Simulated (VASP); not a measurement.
Crystal: BeSi.

```
CELL_PARAMETERS angstrom
3.56132 0.00000 0.00000
0.00000 3.56132 0.00000
0.00000 0.00000 3.52577
ATOMIC_POSITIONS crystal
Be 0.00000 0.50000 0.49179
Be 0.50000 0.00000 0.50821
Si 0.00000 0.00000 0.00000
Si 0.50000 0.50000 0.00000
```

```yaml
Program: VASP 6.6.1
Task: relaxation of cell and atoms
Functional: PBE
Potentials_or_basis: VASP PAW PBE potentials, release 64 (Be, Si)
Cutoff: 600 eV
k_mesh: 14 × 14 × 14
Occupations: gaussian, width 0.1 eV
Spin: no spin polarisation
```

At the start: pressure -0.5 GPa; volume 11.18 Å³/atom.

Question: How do energy, volume and symmetry change on relaxing?

Answer: Over 10 steps the energy falls by 5.3 meV/atom and the volume is 11.15 Å³/atom (-0.3 %); space group P4/nmm (No. 129, to 0.1 Å) before, P4/mmm (No. 123, to 0.1 Å).

Step by step:
```csv
step,energy change (eV),largest force (eV/Å),pressure (GPa),volume (Å³)
1,0.0000,0.0358,-0.48,44.72
2,-0.0143,0.0510,0.07,44.50
3,-0.0184,0.0570,0.46,44.35
4,-0.0188,0.0596,0.63,44.30
5,-0.0189,0.0603,0.68,44.28
6,-0.0200,0.0510,-0.08,44.61
7,-0.0200,0.0495,-0.20,44.67
8,-0.0204,0.0407,-0.14,44.65
9,-0.0209,0.0151,0.01,44.59
10,-0.0210,0.0074,-0.01,44.59
```

Final structure:
```yaml
crystal:
  lattice:
    - [3.60389, 0.00000, 0.00000]
    - [0.00000, 3.60389, 0.00000]
    - [0.00000, 0.00000, 3.43299]
  atoms:
    - { symbol: Be, position: [0.00000, 0.50000, 0.49913] }
    - { symbol: Be, position: [0.50000, 0.00000, 0.50087] }
    - { symbol: Si, position: [0.00000, 0.00000, 0.00000] }
    - { symbol: Si, position: [0.50000, 0.50000, 0.00000] }
```
